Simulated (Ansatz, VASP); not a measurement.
# Two plane-wave programs on CdSe

INCAR

```
SYSTEM = CdSe
PREC = Accurate
ENCUT = 500
EDIFF = 1E-6
ISMEAR = 0
SIGMA = 0.02
LREAL = .FALSE.
LASPH = .TRUE.
NELM = 120
ALGO = Normal
ISIF = 2
LWAVE = .FALSE.
LCHARG = .FALSE.
GGA = PS
NBANDS = 26
GGA_COMPAT = .FALSE.
```

KPOINTS

```
Automatic mesh
0
G
  9 9 4
  0 0 0
```

The input POSCAR:

```
CdSe
1.0
    4.3165995963      0.0000000000      0.0000000000
   -2.1582997981      3.7382849083      0.0000000000
    0.0000000000      0.0000000000      7.0429972043
Cd Se
2 2
Direct
    0.3333333333      0.6666666667      0.0006060400
    0.6666666667      0.3333333333      0.5006060400
    0.3333333333      0.6666666667      0.3763939600
    0.6666666667      0.3333333333      0.8763939600
```

Input for Ansatz:

```yaml
crystal:
  lattice:
    - [4.3165995963, 0.0, 0.0]
    - [-2.1582997981, 3.7382849083, 0.0]
    - [0.0, 0.0, 7.0429972043]
  atoms:
    - { symbol: Cd, position: [0.3333333333, 0.6666666667, 0.00060604] }
    - { symbol: Cd, position: [0.6666666667, 0.3333333333, 0.50060604] }
    - { symbol: Se, position: [0.3333333333, 0.6666666667, 0.37639396] }
    - { symbol: Se, position: [0.6666666667, 0.3333333333, 0.87639396] }
basis:
  ecutwfc: 420
kpoints:
  mp_grid: { grid: [9, 9, 4] }
  band_path:
    path:
      - [[0.0, 0.0, 0.0], [0.5, 0.0, 0.0], [0.33333333, 0.33333333, 0.0], [0.0, 0.0, 0.0], [0.0, 0.0, 0.5], [0.5, 0.0, 0.5], [0.33333333, 0.33333333, 0.5], [0.0, 0.0, 0.5]]
      - [[0.5, 0.0, 0.5], [0.5, 0.0, 0.0]]
      - [[0.33333333, 0.33333333, 0.5], [0.33333333, 0.33333333, 0.0]]
    npoints: 10
hamiltonian:
  xc: pbesol
  pseudopotentials: { kind: paw, azcp: { folder: soft_1 } }
scf:
  occupations: { method: gaussian, width: 0.02 }
  n_extra_bands: 8
output:
  forces: true
  stress: true
  eigenvalues: true
```

Alike in both runs: task single point; functional PBEsol; k mesh 9 × 9 × 4; occupations gaussian, width 0.02 eV; no spin polarisation.

|  | VASP | Ansatz |
| --- | --- | --- |
| version | VASP 6.6.1 | Ansatz 0.2.0 |
| potentials or method | VASP PAW PBE potentials, release 64 (Cd, Se), cutoff 500 eV | scalar-relativistic, plane waves, PAW |
| valence electrons in the cell | 36 | 72 |

VASP gave:

| Item | Value |
| --- | --- |
| gap on the k mesh at the Fermi level (eV) | 0.52 |
| least direct gap on the mesh (eV) | 0.52 |
| pressure (GPa) | -0.2 |

Q: Which values does Ansatz return?

A: gap on the k mesh at the Fermi level (eV): 0.52; least direct gap on the mesh (eV): 0.52; pressure (GPa): -0.5.

VASP's potentials were made for PBE, not for PBEsol, and Ansatz warns of the same on its side. VASP's potentials hold 36 valence electrons a cell and Ansatz's 72, so a difference there can come from the potentials and not from the codes.
